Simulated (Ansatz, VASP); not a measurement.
One calculation of LiF, two programs

File INCAR:

```
SYSTEM = LiF
  PREC = Accurate
  ENCUT = 520
  EDIFF = 1E-7
  ISMEAR = 0
  SIGMA = 0.05
  LREAL = .FALSE.
  LASPH = .TRUE.
  NELM = 80
  ALGO = Normal
  ISIF = 2
  LWAVE = .FALSE.
  LCHARG = .FALSE.
  GGA = PE
  NBANDS = 18
```

KPOINTS

```
regular mesh
0
G
  9 9 6
  0 0 0
```

The input POSCAR:

```
LiF
1.0
    3.2140071864      0.0000000000      0.0000000000
   -1.6070035932      2.7834118714      0.0000000000
    0.0000000000      0.0000000000      4.6368481678
Li F
2 2
Direct
    0.3333333333      0.6666666667      0.4014716674
    0.6666666667      0.3333333333      0.9014716674
    0.3333333333      0.6666666667      0.9939266766
    0.6666666667      0.3333333333      0.4939266766
```

Input for Ansatz:

```yaml
crystal:
  lattice:
    - [3.2140071864, 0.0, 0.0]
    - [-1.6070035932, 2.7834118714, 0.0]
    - [0.0, 0.0, 4.6368481678]
  atoms:
    - { symbol: Li, position: [0.3333333333, 0.6666666667, 0.4014716674] }
    - { symbol: Li, position: [0.6666666667, 0.3333333333, 0.9014716674] }
    - { symbol: F, position: [0.3333333333, 0.6666666667, 0.9939266766] }
    - { symbol: F, position: [0.6666666667, 0.3333333333, 0.4939266766] }
basis:
  ecutwfc: 520.0
kpoints:
  mp_grid: { grid: [9, 9, 6] }
hamiltonian:
  xc: pbe
scf:
  occupations: { method: gaussian, width: 0.05 }
output:
  forces: true
  stress: true
  eigenvalues: true
```

Alike in both runs: task single point; functional PBE; k mesh 9 × 9 × 6; occupations gaussian, width 0.05 eV; no spin polarisation.

|  | VASP | Ansatz |
| --- | --- | --- |
| version | VASP 6.6.1 | Ansatz 0.2.0 |
| potentials or method | VASP PAW PBE potentials, release 64 (Li_sv, F), cutoff 520 eV | scalar-relativistic, plane waves, PAW |
| valence electrons in the cell | 20 | 20 |

Ansatz gave:

```
gap on the k mesh at the Fermi level (eV) : 7.43
least direct gap on the mesh (eV)         : 7.43
rms of the force components (eV/Å)        : 0.017
```

Estimate VASP's values.

gap on the k mesh at the Fermi level (eV): 7.42; least direct gap on the mesh (eV): 7.42; rms of the force components (eV/Å): 0.020.

Atom by atom the forces differ by 0.002 eV/Å (rms over components).

Noted on VASP's run: the cutoff is short for stress, so the pressure is rough.
